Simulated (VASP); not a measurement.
MgSi16 (a cell with a defect), 17 atoms in the cell. The cell holds a defect, 17 atoms: a = 7.736 Å, b = 7.736 Å, c = 7.736 Å, α = 60.00°, β = 60.00°, γ = 60.00°.  This cell differs from its parent crystal: with an interstitial atom.

```yaml
Program: VASP 6.6.1
Task: relaxation of the atoms
Functional: PBE
Potentials_or_basis: VASP PAW PBE potentials, release 64 (Si, Mg)
Cutoff: 520 eV
k_mesh: 2 × 2 × 2
Occupations: gaussian, width 0.01 eV
Spin: no spin polarisation
Dipole_correction: no
Further_INCAR_settings: LREAL = Auto; ALGO = Normal; EDIFF = 1e-06; IBRION = 2; EDIFFG = -0.025; NSW = 65
```

Potentials or basis: VASP PAW PBE potentials, release 64 (Si, Mg).

Command:

```sh
$ cat potpaw_PBE.64/Si/POTCAR potpaw_PBE.64/Mg/POTCAR > POTCAR
$ mpirun -np 1 vasp_std > vasp.out
```

Hardware: 1 thread of Intel Xeon 8259CL (shared host).

Estimate the wall time of this run.

Run time: 38 min on 1 thread of Intel Xeon 8259CL, with other jobs on the host, peak memory 0.55 GiB. Counts: scf iterations 97, k points 8, ion steps 17.
